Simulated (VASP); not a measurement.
Wanted: the native input for a VASP 6.6.1 run.

| Property | Result |
| --- | --- |
| Task | single point |
| Functional | LDA |
| Potentials or basis | VASP PAW LDA potentials, release 64 (Cd, Se) |
| Cutoff | 520 eV |
| k mesh | 6 × 6 × 6 |
| Occupations | gaussian, width 0.01 eV |
| Spin | no spin polarisation |
| Dipole correction | no |
| Further INCAR settings | ALGO = Normal; EDIFF = 1e-06; NBANDS = 16 |

The structure of CdSe lies in POSCAR:

```
CdSe
1.0
    3.0190136448      3.0190136448      0.0000000000
   -3.0190136448      3.0190136448      0.0000000000
    0.0000000000      3.0190136448      2.9837807808
Cd Se
1 1
Direct
    0.0000000000      0.0000000000      0.0000000000
    0.7500000000      0.2500000000      0.5000000000
```

This cell differs from its parent crystal: film at in-plane strain +0.005.

These files were run (other wordings do the same):

INCAR

```
SYSTEM = CdSe
ALGO = Normal
EDIFF = 1E-6
ENCUT = 520
ISIF = 2
ISMEAR = 0
LASPH = .TRUE.
LCHARG = .FALSE.
LREAL = .FALSE.
LWAVE = .FALSE.
NBANDS = 16
NELM = 80
PREC = Accurate
SIGMA = 0.01
```

KPOINTS

```
k-points
0
G
  6 6 6
  0 0 0
```

Potentials or basis: VASP PAW LDA potentials, release 64 (Cd, Se).

Run with:

```sh
$ cat potpaw_LDA.64/Cd/POTCAR potpaw_LDA.64/Se/POTCAR > POTCAR
$ mpirun -np 1 vasp_std > vasp.out
```

It gave:

The pressure is 0.3 GPa and the band gap on the k mesh is 0.40 eV, direct.

Caveat: the cell differs from its parent crystal (film at in-plane strain +0.005).

Run time: 39 s on 1 thread of AMD EPYC 7R13, on a shared host, peak memory 0.14 GiB.
